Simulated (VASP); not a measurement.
Set up this calculation in VASP 6.6.1, as the native input.

* Task: single point
* Functional: PBE
* Potentials or basis: VASP PAW PBE potentials, release 64 (Si, O)
* Cutoff: 520 eV
* k mesh: 2 × 2 × 2
* Occupations: fermi-dirac, width 0.05 eV
* Spin: collinear spin, zero start
* Starting moments: [0.0, 0.0, 0.0, 0.0, 0.0, 0.0, 0.0, 0.0, 0.0, 0.0, 0.0, 0.0, 0.0, 0.0, 0.0, 0.0, 0.0] μB
* Dipole correction: no
* Further INCAR settings: LREAL = Auto; ALGO = Normal; EDIFF = 1e-07; NBANDS = 53

The structure of Si16O (a cell with a defect) lies in POSCAR:

```
Si16O
1.0
    0.0000000000      5.4300000000      5.4300000000
    5.4300000000      0.0000000000      5.4300000000
    5.4300000000      5.4300000000      0.0000000000
Si O
16 1
Direct
   -0.0118232044     -0.0113443831      0.0403130755
    0.1768232044      0.0939134438      0.1072283610
    0.0242909761     -0.0158563536      0.4794843462
    0.0972744015      0.1152117864      0.6462615101
    0.0546408840      0.4405524862     -0.0496685083
    0.1682780847      0.6300276243      0.1249815838
    0.0305709024      0.4735359116      0.4636832413
    0.1680662983      0.6077900552      0.5463904236
    0.5803867403     -0.0574401473      0.0086003683
    0.6082228361      0.1279465930      0.1672836096
    0.5133425414     -0.0139871087      0.5369152855
    0.6502762431      0.1028729282      0.6454143646
    0.5595948435      0.4972191529      0.0216390424
    0.7001012891      0.5477255985      0.1729189687
    0.5272375691      0.4627255985      0.5427440147
    0.6195211786      0.6494659300      0.6330755064
    0.1815377532      0.5721454880      0.9420165746
```

One way to write it, as run:

INCAR

```
SYSTEM = Si16O
PREC     = Accurate       ! precision mode
ENCUT    = 520            ! plane-wave cutoff, eV
EDIFF    = 1E-7           ! SCF threshold, eV
ISMEAR   = -1             ! smearing method
SIGMA    = 0.05           ! smearing width, eV
LREAL    = Auto         
LASPH    = .True.         ! aspherical terms in the spheres
NELM     = 150            ! most SCF steps
ALGO     = Normal         ! electronic algorithm
ISIF     = 2              ! what is computed and relaxed
LWAVE    = .False.        ! write WAVECAR
LCHARG   = .False.        ! write CHGCAR
ISPIN    = 2              ! spin polarisation
MAGMOM   = 0 0 0 0 0 0 0 0 0 0 0 0 0 0 0 0 0 ! initial moments
LORBIT   = 11             ! projections on sites
GGA      = PE             ! functional
NBANDS   = 53             ! bands
```

KPOINTS

```
Automatic mesh
0
Gamma
  2 2 2
  0 0 0
```

Potentials or basis: VASP PAW PBE potentials, release 64 (Si, O).

The run is started by

```sh
$ cat potpaw_PBE.64/Si/POTCAR potpaw_PBE.64/O/POTCAR > POTCAR
$ mpirun -np 1 vasp_std > vasp.out
```

It gave:

```
Pressure                                              : 4.9 GPa
Largest force                                         : 4.428 eV/Å
Band gap on the k mesh                                : 0.10 eV
Net moment                                            : 0.00 μB per cell
Valence electrons inside the program's atomic spheres : Si 1.70, 1.72, 1.68, 1.65, 1.66, 1.74, 1.63, 1.67, 1.73, 1.69 (each value once); O 5.19
```

Caveat: the k points lie up to 0.50 Å⁻¹ apart.

Wall time 22 min on 1 thread of AMD EPYC 7R13, on a shared host, peak memory 0.68 GiB.
